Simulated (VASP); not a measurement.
# TiAl (P-6m2) in VASP: notebook

TiAl is run at these levels: PBE, PBEsol, PBEsol+D3(BJ); tasks: single point.

Program: VASP 6.6.1. These are calculated values, not measurements. Logs are shortened: lines on timing, memory, paths and dates and some standing lists are left out, and cuts for length are marked.

## (1) The cell of the first run

It takes space group P-6m2 (No. 187, hexagonal). The conventional cell has a = 2.923 Å, b = 2.923 Å, c = 4.770 Å, α = 90.00°, β = 90.00°, γ = 120.00°. Ti (site symmetry -6m2) has 6 Al at 2.92 Å and 6 Ti at 2.92 Å within 3.8 Å. Al (site symmetry -6m2) has 6 Ti at 2.92 Å and 6 Al at 2.92 Å within 3.8 Å.

## (2) Single point, PBE

INCAR

```
SYSTEM = TiAl
PREC = Accurate
ENCUT = 520
EDIFF = 1E-6
ISMEAR = -1
SIGMA = 0.05
LREAL = .FALSE.
LASPH = .TRUE.
NELM = 60
ALGO = Normal
ISIF = 2
LWAVE = .FALSE.
LCHARG = .FALSE.
GGA = PE
NBANDS = 14
```

KPOINTS

```
regular mesh
0
G
  11 11 6
  0 0 0
```

POSCAR

```
TiAl
1.0
    2.9234973377      0.0000000000      0.0000000000
   -1.4617486688      2.5318229623      0.0000000000
    0.0000000000      0.0000000000      4.7698334112
Ti Al
1 1
Direct
    0.0000000000      0.0000000000      0.0000000000
    0.3333333333      0.6666666667      0.5000000000
```

Potentials or basis: VASP PAW PBE potentials, release 64 (Ti_sv, Al).

Run with:

```console
$ cat potpaw_PBE.64/Ti_sv/POTCAR potpaw_PBE.64/Al/POTCAR > POTCAR
$ mpirun -np 1 vasp_std > vasp.out
```

OUTCAR:

```text
SYSTEM = TiAl
   PREC = Accurate
   ENCUT = 520
   EDIFF = 1E-6
   ISMEAR = -1
   LREAL = .FALSE.
   LASPH = .TRUE.
   NELM = 60
   ISIF = 2
   GGA = PE

 ion  position               nearest neighbor table
   1  0.000  0.000  0.000-   2 2.92   2 2.92   2 2.92   2 2.92   2 2.92   2 2.92
   2  0.333  0.667  0.500-   1 2.92   1 2.92   1 2.92   1 2.92   1 2.92   1 2.92

  LATTYP: Found a hexagonal cell.
 ALAT       =     2.9234973377
 C/A-ratio  =     1.6315504549

  Lattice vectors:

 A1 = (   2.9234973377,   0.0000000000,   0.0000000000)
 A2 = (  -1.4617486688,   2.5318229623,   0.0000000000)
 A3 = (   0.0000000000,   0.0000000000,   4.7698334112)

Analysis of symmetry for initial positions (statically):
=====================================================================
 Subroutine PRICEL returns:
 Original cell was already a primitive cell.

 Routine SETGRP: Setting up the symmetry group for a
 hexagonal supercell.

 Subroutine GETGRP returns: Found 12 space group operations
 (whereof 12 operations were pure point group operations)
 out of a pool of 24 trial point group operations.

The static configuration has the point symmetry D_3h.

Analysis of symmetry for dynamics (positions and initial velocities):
=====================================================================
 Subroutine PRICEL returns:
 Original cell was already a primitive cell.

 Routine SETGRP: Setting up the symmetry group for a
 hexagonal supercell.

 Subroutine GETGRP returns: Found 12 space group operations
 (whereof 12 operations were pure point group operations)
 out of a pool of 24 trial point group operations.

The dynamic configuration has the point symmetry D_3h.

 Subroutine INISYM returns: Found 12 space group operations
 (whereof 12 operations are pure point group operations),
 and found     1 'primitive' translations

----------------------------------------------------------------------------------------

                                     Primitive cell

  volume of cell :      35.3052

  direct lattice vectors                    reciprocal lattice vectors
     2.923497338  0.000000000  0.000000000     0.342056067  0.197486162  0.000000000
    -1.461748669  2.531822962  0.000000000     0.000000000  0.394972324  0.000000000
     0.000000000  0.000000000  4.769833411     0.000000000  0.000000000  0.209650928

  length of vectors
     2.923497338  2.923497338  4.769833411     0.394972324  0.394972324  0.209650928

  position of ions in fractional coordinates (direct lattice)
     0.000000000  0.000000000  0.000000000
     0.333333333  0.666666667  0.500000000

  ion indices of the primitive-cell ions
   primitive index   ion index
                 1           1
                 2           2

----------------------------------------------------------------------------------------

 KPOINTS: regular mesh

Automatic generation of k-mesh.
 Grid dimensions read from file:
 generate k-points for:   11   11    6

 Generating k-lattice:

  Cartesian coordinates                     Fractional coordinates (reciprocal lattice)
     0.031096006  0.017953287  0.000000000     0.090909091 -0.000000000  0.000000000
     0.000000000  0.035906575  0.000000000     0.000000000  0.090909091  0.000000000
     0.000000000  0.000000000  0.034941821     0.000000000  0.000000000  0.166666667

  Length of vectors
     0.035906575  0.035906575  0.034941821

  Shift w.r.t. Gamma in fractional coordinates (k-lattice)
     0.000000000  0.000000000  0.000000000

 Subroutine IBZKPT returns following result:
 ===========================================

 Found     64 irreducible k-points:

 Following reciprocal coordinates:
            Coordinates               Weight
  0.000000  0.000000  0.000000      1.000000
  0.090909 -0.000000  0.000000      6.000000
  0.181818 -0.000000  0.000000      6.000000
  0.272727 -0.000000  0.000000      6.000000
  0.363636 -0.000000  0.000000      6.000000
  0.454545 -0.000000  0.000000      6.000000
[... 16 lines left out ...]
  0.090909  0.090909  0.166667     12.000000
  0.181818  0.090909  0.166667     24.000000
 [... further k-points ...]
   k-points           NKPTS =     64   k-points in BZ     NKDIM =     64   number of bands    NBANDS=     14
   number of dos      NEDOS =    301   number of ions     NIONS =      2
   total plane-waves  NPLWV =  20736
   dimension x,y,z NGX =    24 NGY =   24 NGZ =   36
   dimension x,y,z NGXF=    48 NGYF=   48 NGZF=   72
   ions per type =               1   1
   NGX,Y,Z   is equivalent  to a cutoff of  13.65, 13.65, 12.55 a.u.
   NGXF,Y,Z  is equivalent  to a cutoff of  27.30, 27.30, 25.09 a.u.
 SYSTEM =  TiAl
   PREC   = accura    normal or accurate (medium, high low for compatibility)
   ISTART =      0    job   : 0-new  1-cont  2-samecut
   ICHARG =      2    charge: 1-file 2-atom 10-const
   ISPIN  =      1    spin polarized calculation?
   LNONCOLLINEAR =      F non collinear calculations
   LSORBIT =      F    spin-orbit coupling
   LASPH  =      T    aspherical Exc in radial PAW
   ENCUT  =  520.0 eV  38.22 Ry    6.18 a.u.   5.44  5.44  8.87*2*pi/ulx,y,z
   NELM   =     60;   NELMIN=  2; NELMDL= -5     # of ELM steps
   EDIFF  = 0.1E-05   stopping-criterion for ELM
   LREAL  =      F    real-space projection
   EDIFFG = 0.1E-04   stopping-criterion for IOM
   NSW    =      0    number of steps for IOM
   IBRION =     -1    ionic relax: 0-MD 1-quasi-New 2-CG
   NFREE  =      0    steps in history (QN), initial steepest desc. (CG)
   ISIF   =      2    stress and relaxation
   ISYM   =      2    0-nonsym 1-usesym 2-fastsym
   POTIM  = 0.5000    time-step for ionic-motion
   TEBEG  =    0.0;   TEEND  =   0.0 temperature during run
   PSTRESS=    0.0 pullay stress
   NELECT =      15.0000    total number of electrons
   NUPDOWN=      -1.0000    fix difference up-down
   EMIN   =  10.00;   EMAX   =-10.00  energy-range for DOS
   EFERMI =   0.00;   METHOD = LEGACY
   ISMEAR =    -1;   SIGMA  =   0.05  broadening in eV -4-tet -1-fermi 0-gaus
   EFERMI_NEDOS =   21; number of points for ismear=-14 and -15
   IALGO  =     38    algorithm
   IMIX   =      4    mixing-type and parameters
     AMIX     =   0.40;   BMIX     =  1.00
     AMIX_MAG =   1.60;   BMIX_MAG =  1.00
  volume/ion in A,a.u.               =      17.65       119.13
  Fermi-wavevector in a.u.,A,eV,Ry     =   1.230719  2.325721 20.608320  1.514669
  Thomas-Fermi vector in A             =   2.365556
   LORBIT       =      0    0 simple, 1 ext, 2 COOP (PROOUT), +10 PAW based schemes
   GGA     = PE    functional components
   LHFCALC =     F    Hartree Fock is set to
   AEXX    =    0.0000 exact exchange contribution
   IVDW    =     0    specifies the selected vdW correction
   LEPSILON=     F    determine dielectric tensor
   LRPA    =     F    only Hartree local field effects (RPA)
 non-spin polarized calculation
  energy-cutoff  :      520.00
  volume of cell :       35.31
 maximum number of plane-waves:       989
 NGX is ok and might be reduce to    24
   NGX = 11   NGY = 11   NGZ = 17

 number of electron      14.9999996 magnetization

 Free energy of the ion-electron system (eV)
  ---------------------------------------------------
  ext. energy  EPLUGINS =         0.00000000
  ---------------------------------------------------
  free energy    TOTEN  =       -12.05563140 eV

  energy without entropy =      -12.03080511  energy(sigma->0) =      -12.04321826

 E-fermi :   7.2573     XC(G=0): -10.6891

 val. band max:        7.2555612332   @ k =   0.1818   0.1818   0.5000
 cond. band min:       7.2605360120   @ k =   0.2727  -0.0000   0.5000
 fundamental gap:      0.0049747788
 Fermi energy:         7.2573004061

 k-point     1 :       0.0000    0.0000    0.0000
  band No.  band energies     occupation
      1     -49.3908      2.00000
      2     -25.6965      2.00000
      3     -25.3397      2.00000
      4     -25.3397      2.00000
      5      -1.3614      2.00000
      6       5.0424      2.00000
      7       5.4881      2.00000
      8       8.4744      0.00000
      9       8.4744      0.00000
     10       9.8467      0.00000
     11       9.8467      0.00000
     12      10.8884      0.00000
     13      19.6911      0.00000
     14      19.6911      0.00000

 k-point     2 :       0.0909   -0.0000    0.0000
  band No.  band energies     occupation
      1     -49.3849      2.00000
      2     -25.6906      2.00000
      3     -25.3782      2.00000
      4     -25.3484      2.00000
      5      -1.1644      2.00000
      6       5.2531      2.00000
      7       5.5214      2.00000
      8       8.2989      0.00000
      9       8.6278      0.00000
     10       9.7961      0.00000
     11       9.8916      0.00000
     12      10.9317      0.00000
     13      17.2644      0.00000
     14      18.3264      0.00000

 k-point     3 :       0.1818   -0.0000    0.0000
  band No.  band energies     occupation
      1     -49.3691      2.00000
      2     -25.6746      2.00000
      3     -25.4808      2.00000
      4     -25.3720      2.00000
      5      -0.5810      2.00000
      6       5.6095      2.00000
      7       5.8073      2.00000
      8       7.8841      0.00001
      9       9.0627      0.00000
     10       9.6630      0.00000
     11      10.0453      0.00000
     12      11.0377      0.00000
     13      14.4089      0.00000
     14      17.0008      0.00000

 k-point     4 :       0.2727   -0.0000    0.0000
  band No.  band energies     occupation
      1     -49.3483      2.00000
      2     -25.6537      2.00000
      3     -25.6134      2.00000
      4     -25.4027      2.00000
      5       0.3677      2.00000
      6       5.7218      2.00000
      7       6.3362      2.00000
      8       7.4956      0.01690
      9       9.4940      0.00000
     10       9.6978      0.00000
     11      10.3451      0.00000
     12      11.0524      0.00000
     13      12.2139      0.00000
     14      15.9605      0.00000

 k-point     5 :       0.3636   -0.0000    0.0000
  band No.  band energies     occupation
      1     -49.3291      2.00000
      2     -25.7334      2.00000
      3     -25.6344      2.00000
      4     -25.4308      2.00000
      5       1.6467      2.00000
      6       5.8215      2.00000
      7       6.2072      2.00000
      8       6.9617      1.99460
      9       9.3437      0.00000
     10      10.3781      0.00000
     11      10.7143      0.00000
[... 276 lines left out ...]
 k-point    22 :       0.4545   -0.0000    0.1667
  band No.  band energies     occupation
      1     -49.3177      2.00000
      2     -25.8038      2.00000
      3     -25.6233      2.00000
      4     -25.4474      2.00000
      5       3.2543      2.00000
      6       4.8529      2.00000
      7       6.1778      2.00000
      8       6.5311      2.00000
      9       9.2083      0.00000
     10       9.6937      0.00000
     11      10.8540      0.00000
     12      11.3193      0.00000
     13      12.7637      0.00000
     14      15.0468      0.00000

 k-point    23 :       0.0909    0.0909    0.1667
  band No.  band energies     occupation
      1     -49.3741      2.00000
      2     -25.6803      2.00000
      3     -25.4464      2.00000
      4     -25.3670      2.00000
      5      -0.6262      2.00000
      6       4.4277      2.00000
      7       6.5162      2.00000
      8       7.9995      0.00000
      9       8.9384      0.00000
     10       9.6262      0.00000
     11       9.6500      0.00000
     12      11.9054      0.00000
     13      15.8810      0.00000
     14      16.1180      0.00000

 k-point    24 :       0.1818    0.0909    0.1667
  band No.  band energies     occupation
      1     -49.3558      2.00000
      2     -25.6618      2.00000
      3     -25.5580      2.00000
      4     -25.4001      2.00000
      5       0.1256      2.00000
      6       4.9584      2.00000
      7       6.7588      1.99991
      8       7.5681      0.00399
      9       9.3816      0.00000
     10       9.4896      0.00000
     11       9.6016      0.00000
     12      12.1705      0.00000
     13      13.5309      0.00000
     14      14.9579      0.00000

 [... further k-points ...]
[... 5 lines left out ...]
  --------------------------------------------------------------------------------------
  -------------------------------------------------------------------------------------
  Total       -0.9849739     -0.9849739     -1.5600665     -0.0000000      0.0000000     -0.0000000
  in kB      -44.6988191    -44.6988191    -70.7969352     -0.0000000      0.0000000     -0.0000000
  external PRESSURE =     -53.3981912 kB  Pullay stress =       0.0000000 kB

 VOLUME and BASIS-vectors are now :
 -----------------------------------------------------------------------------
  energy-cutoff  :      520.00
  volume of cell :       35.31
      direct lattice vectors                 reciprocal lattice vectors
     2.923497338  0.000000000  0.000000000     0.342056067  0.197486162  0.000000000
    -1.461748669  2.531822962  0.000000000     0.000000000  0.394972324  0.000000000
     0.000000000  0.000000000  4.769833411     0.000000000  0.000000000  0.209650928

 POSITION                                       TOTAL-FORCE (eV/Angst)
 -----------------------------------------------------------------------------------
      0.00000      0.00000      0.00000         0.000000      0.000000      0.000000
     -0.00000      1.68788      2.38492        -0.000000      0.000000      0.000000
 -----------------------------------------------------------------------------------
    total drift:                                0.000000     -0.000000      0.000000

  FREE ENERGIE OF THE ION-ELECTRON SYSTEM (eV)
  ---------------------------------------------------
  free  energy   TOTEN  =       -12.0556314008 eV

  energy  without entropy=      -12.0308051114  energy(sigma->0) =      -12.04321826
```

It took 21 s on 1 thread of Intel Xeon Platinum 8375C at 2.90GHz (Ice Lake), shared host; peak memory 0.17 GiB.

Results:

```yaml
Free_energy: -12.0556 eV
Pressure: -5.3 GPa
```

Levels at points of the mesh, in eV from the Fermi level:
```tsv
k point	band 5	band 6	band 7	band 8	band 9	band 10
(0.00, 0.00, 0.00)	-8.62	-2.21	-1.77	1.22	1.22	2.59
(0.00, 0.00, 0.50)	-7.78	-5.11	-0.37	1.23	1.23	2.52
```

(Part 1 of 3 ends here.)
